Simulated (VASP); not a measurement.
Crystal: BaGe2O3.

```
Ba Ge O
1.0
     3.55169    0.00000    0.00000
    -1.77585    3.07586    0.00000
     0.00000    0.00000    8.63144
Ba Ge O
1 2 3
Direct
  0.33333 0.66667 0.66411
  0.00000 0.00000 0.99686
  0.66667 0.33333 0.33764
  0.00000 0.00000 0.25037
  0.66667 0.33333 0.59209
  0.33333 0.66667 0.90893
```

- Program: VASP 6.6.1
- Task: relaxation of cell and atoms
- Functional: PBEsol
- Potentials or basis: VASP PAW PBE potentials, release 64 (Ba_sv, Ge_d, O)
- Cutoff: 600 eV
- k mesh: 9 × 9 × 4
- Occupations: fermi-dirac, width 0.03 eV
- Spin: no spin polarisation

At the start: pressure 31.6 GPa; volume 15.72 Å³/atom.

Problem. How do energy, volume and symmetry change on relaxing?

Solution. Over 30 steps the energy falls by 877.3 meV/atom and the volume is 17.34 Å³/atom (+10.3 %); space group P3m1 (No. 156, to 0.1 Å) before and after.

The path:
```csv
step,energy change (eV),largest force (eV/Å),pressure (GPa),volume (Å³)
1,0.0000,6.4157,31.56,94.29
2,-2.4102,0.9336,-10.08,143.16
3,-3.1223,2.0018,-2.27,122.77
4,-3.1222,2.0452,-1.97,122.15
5,-3.5325,1.5389,-2.12,120.11
6,-4.1659,3.4260,0.60,113.64
7,-4.1650,2.2524,-0.54,114.86
8,-4.4905,1.9321,-0.58,113.17
9,-4.9067,3.2642,2.66,107.91
10,-4.9238,1.7336,1.25,109.23
11,-4.9311,2.2182,1.66,108.76
12,-5.1570,0.6676,-2.25,109.09
13,-5.1601,0.6946,-2.74,109.13
14,-5.2323,0.3451,-0.94,105.65
15,-5.2398,0.3992,-0.13,104.21
16,-5.2485,0.2065,0.21,103.72
17,-5.2506,0.2736,0.61,103.22
18,-5.2561,0.1926,0.39,103.38
19,-5.2589,0.2115,0.02,103.62
20,-5.2621,0.0758,0.23,103.70
21,-5.2622,0.1154,0.20,103.72
22,-5.2631,0.0592,0.07,103.98
23,-5.2633,0.0302,-0.09,104.19
24,-5.2634,0.0299,0.01,104.11
25,-5.2634,0.0299,0.01,104.08
26,-5.2635,0.0298,0.09,104.03
27,-5.2635,0.0152,-0.04,104.04
28,-5.2635,0.0152,-0.03,104.05
29,-5.2635,0.0153,-0.04,104.05
30,-5.2635,0.0096,0.01,104.02
```

Final structure:
```
Ba Ge O
1.0
     4.03059    0.00000    0.00000
    -2.01530    3.49060    0.00000
     0.00000    0.00000    7.39369
Ba Ge O
1 2 3
Cartesian
  0.0000 2.3271 4.9093
  0.0000 0.0000 0.1111
  2.0153 1.1635 2.0332
  0.0000 0.0000 1.9659
  2.0153 1.1635 3.8623
  0.0000 2.3271 0.0572
```

Caveat: the PAW data sets were made with another functional, which shifts forces and pressure a little.
